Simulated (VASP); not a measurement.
**Ag: single point with LDA**

The system is Ag.

```xyz
2
Lattice="4.1210 0.0000 0.0000 0.0000 4.1210 0.0000 -2.0605 0.0000 1.9113" Properties=species:S:1:pos:R:3 pbc="T T T"
Ag    0.0000    0.0000    0.0000
Ag    2.0605    2.0605    0.0000
```

| Property | Result |
| --- | --- |
| Program | VASP 6.6.1 |
| Task | single point |
| Functional | LDA |
| Potentials or basis | VASP PAW LDA potentials, release 64 (Ag) |
| Cutoff | 520 eV |
| k mesh | 9 × 9 × 18 |
| Occupations | gaussian, width 0.1 eV |
| Spin | no spin polarisation |

* Pressure: -1.6 GPa
* Band gap on the k mesh: zero (band 11 reaches 13.68 eV, above the bottom of band 12 at 5.56 eV)

Stress tensor (GPa, compression positive):
```
-2.42  0.00  0.00
 0.00 -2.42  0.00
 0.00  0.00  0.13
```

Levels at points of the mesh, in eV from the Fermi level:
| k point | band 9 | band 10 | band 11 | band 12 | band 13 | band 14 |
| --- | --- | --- | --- | --- | --- | --- |
| (0.00, 0.00, 0.00) | -2.97 | -2.89 | -2.54 | 1.08 | 6.50 | 11.26 |
| (0.00, 0.00, 0.50) | -2.67 | -2.54 | 1.08 | 2.46 | 6.50 | 8.45 |

Run time: 100 s on 1 thread of Intel(R) Xeon(R) Platinum 8259CL CPU @ 2.50GHz (Skylake/Cascade Lake), on a shared host, peak memory 0.23 GiB.
